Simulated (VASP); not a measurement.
Wanted: the native input for a VASP 6.6.1 run.

```yaml
Task: single point
Functional: PBE
Dispersion: D3(BJ)
Potentials_or_basis: VASP PAW PBE potentials, release 64 (N)
Cutoff: 520 eV
k_mesh: 6 × 6 × 4
Occupations: gaussian, width 0.02 eV
Spin: no spin polarisation
Dipole_correction: no
Further_INCAR_settings: ALGO = Normal; EDIFF = 1e-06; NBANDS = 18
```

The structure of N lies in POSCAR:

```
N
1.0
    4.1805880772      0.0000000000      0.0000000000
    0.0000000000      4.1805880772      0.0000000000
    0.0000000000      0.0000000000      5.4138979158
N
4
Direct
    0.9068213187      0.9068213187      0.0000000000
    0.5931786813      0.4068213187      0.5000000000
    0.0931786813      0.0931786813      0.0000000000
    0.4068213187      0.5931786813      0.5000000000
```

The input as run:

INCAR

```
PREC     = Accurate       # precision mode
ENCUT    = 520            # plane-wave cutoff, eV
EDIFF    = 1E-6           # SCF threshold, eV
ISMEAR   = 0              # smearing method
SIGMA    = 0.02           # smearing width, eV
LREAL    = F              # projectors in reciprocal space
LASPH    = T              # aspherical terms in the spheres
NELM     = 100            # most SCF steps
ALGO     = Normal         # electronic algorithm
ISIF     = 2              # what is computed and relaxed
LWAVE    = F              # write WAVECAR
LCHARG   = T              # write CHGCAR
GGA      = PE             # functional
IVDW     = 12             # dispersion correction
LELF     = T              # ELF
LVHAR    = T            
NBANDS   = 18             # bands
```

KPOINTS

```
Automatic mesh
0
Gamma
  6 6 4
```

Potentials or basis: VASP PAW PBE potentials, release 64 (N).

Run with:

```console
$ cat potpaw_PBE.64/N/POTCAR > POTCAR
$ mpirun -np 1 vasp_std > vasp.out
```

Results of the run:

* Pressure: 1.8 GPa
* Largest force: 1.742 eV/Å
* Band gap on the k mesh: 7.05 eV (least direct gap 7.20 eV)
* Dispersion energy per atom: -0.051 eV

Caveat: the standard files for N, O and F lose accuracy on very short bonds; forces of over 1 eV/Å act on the atoms, so gaps and moduli don't describe the material at rest.

It took 61 s on 1 thread of Intel Xeon 8259CL (shared host), peak memory 0.21 GiB.
